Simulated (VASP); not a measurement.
Here is a VASP 6.6.1 calculation.

File INCAR:

```
SYSTEM = B2P3
PREC     = Accurate       ! precision mode
ENCUT    = 520            ! plane-wave cutoff, eV
EDIFF    = 1E-7           ! SCF threshold, eV
ISMEAR   = -1             ! smearing method
SIGMA    = 0.3447         ! smearing width, eV
LREAL    = Auto         
LASPH    = .TRUE.         ! aspherical terms in the spheres
NELM     = 60             ! most SCF steps
ALGO     = Normal         ! electronic algorithm
ISIF     = 2              ! what is computed and relaxed
LWAVE    = .FALSE.        ! write WAVECAR
LCHARG   = .TRUE.         ! write CHGCAR
GGA      = PE             ! functional
LELF     = .TRUE.         ! ELF
LVHAR    = .TRUE.       
NBANDS   = 70             ! bands
```

File KPOINTS:

```
regular mesh
0
G
  3 3 3
  0 0 0
```

The input POSCAR:

```
B2P3
1.0
    7.0141520000      0.0701380000     -0.0048670000
    0.0701380000      7.2226980000      0.0539610000
   -0.0048670000      0.0539610000      7.2453270000
P B
15 10
Direct
    0.2582572253      0.8057441177      0.8539083652
    0.5602682521      0.0593788853      0.8129048892
    0.6718456757      0.3957453099      0.1920150839
    0.1289899499      0.9543015865      0.0776520095
    0.4752169848      0.0102125038      0.4092858715
    0.7462520091      0.9729031573      0.1564873832
    0.7982743002      0.2438615751      0.7987388513
    0.7269453328      0.7568507645      0.6698090667
    0.0870031639      0.8862386539      0.5053998148
    0.8698748466      0.2275509105      0.5170444222
    0.5304042061      0.7501890627      0.3598791332
    0.3549114619      0.4364321518      0.3232897091
    0.9200440149      0.5406085849      0.4134390099
    0.5205218271      0.5417733258      0.6043161325
    0.1803739798      0.5258751047      0.8208185945
    0.6130828803      0.7491160632      0.9762111293
    0.7561963215      0.5483498972      0.9357236548
    0.7219646410      0.1551400999      0.3288768938
    0.4295991900      0.7065298035      0.0862972757
    0.0417625909      0.0850418185      0.3939923046
    0.9870057939      0.7793649616      0.1738962848
    0.9856673608      0.5636110257      0.1725606589
    0.9403914330      0.4296541252      0.9858974720
    0.2650858471      0.1910882231      0.2806939078
    0.9970148730      0.6718433257      0.6171721155
```

Potentials or basis: VASP PAW PBE potentials, release 64 (P, B).

The run is started by

```console
$ cat potpaw_PBE.64/P/POTCAR potpaw_PBE.64/B/POTCAR > POTCAR
$ mpirun -np 1 vasp_std > vasp.out
```

Task: What does it give for the band gap on the k mesh?

Result: Zero (an odd number of electrons rules out a gap without spin polarisation).

Task: What does it give for the largest force?

Result: 5.985 eV/Å.

Task: Predict the pressure.

Result: 5.1 GPa.

Stress tensor (GPa, compression positive):
```
 3.28  0.24 -1.87
 0.24  8.27  2.23
-1.87  2.23  3.89
```

Caveat: the atoms stand as in a frame of molecular dynamics; so wide a smearing shifts energies and pressures.
